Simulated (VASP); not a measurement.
Co: single point with PBEsol

Co:

```
CELL_PARAMETERS angstrom
2.43100 0.00000 0.00000
-1.21550 2.10531 0.00000
0.00000 0.00000 4.12600
ATOMIC_POSITIONS crystal
Co 0.33333 0.66667 0.25000
Co 0.66667 0.33333 0.75000
```

```
Program                : VASP 6.6.1
Task                   : single point
Functional             : PBEsol
Potentials or basis    : VASP PAW PBE potentials, release 64 (Co)
Cutoff                 : 520 eV
k mesh                 : 21 × 21 × 12
Occupations            : gaussian, width 0.15 eV
Spin                   : collinear spin, ferromagnetic start
Starting moments       : [1.79, 1.79] μB
Dipole correction      : no
Further INCAR settings : ALGO = Fast; EDIFF = 1e-07; NBANDS = 20
```

```yaml
Pressure: -4.3 GPa
Net_moment: 3.18 μB per cell
Site_moments: Co +1.60 μB
Valence_electrons_inside_the_program's_atomic_spheres: Co 8.33
```

Stress tensor (GPa, compression positive):
```
  0.71   0.00   0.00
  0.00   0.71   0.00
  0.00   0.00 -14.35
```

Levels at points of the mesh, in eV from the Fermi level:
Spin up:
| k point | band 7 | band 8 | band 9 | band 10 | band 11 | band 12 | band 13 | band 14 | band 15 | band 16 |
| --- | --- | --- | --- | --- | --- | --- | --- | --- | --- | --- |
| (0.00, 0.00, 0.00) | -2.33 | -1.78 | -1.78 | -0.81 | -0.81 | -0.71 | 5.86 | 22.78 | 24.17 | 25.70 |
| (0.00, 0.00, 0.50) | -2.63 | -2.63 | -1.12 | -1.12 | -1.12 | -1.12 | 14.02 | 14.02 | 23.47 | 23.47 |
Spin down:
```
           k point  band 4  band 5  band 6  band 7  band 8  band 9  band 10  band 11
(0.00, 0.00, 0.00)   -1.02   -1.02   -0.71   -0.71   -0.68   -0.01    -0.01     1.06
(0.00, 0.00, 0.50)   -1.83   -1.04   -1.04   -1.04   -1.04    0.72     0.72     0.72
```

Wall time 2.9 min on 1 thread of Intel(R) Xeon(R) Platinum 8488C (Sapphire Rapids), on a shared host, peak memory 0.3 GiB.

Caveat: the stress differs along the axes, from -14 to 1 GPa; the PAW data sets were made with another functional, which shifts forces and pressure a little.
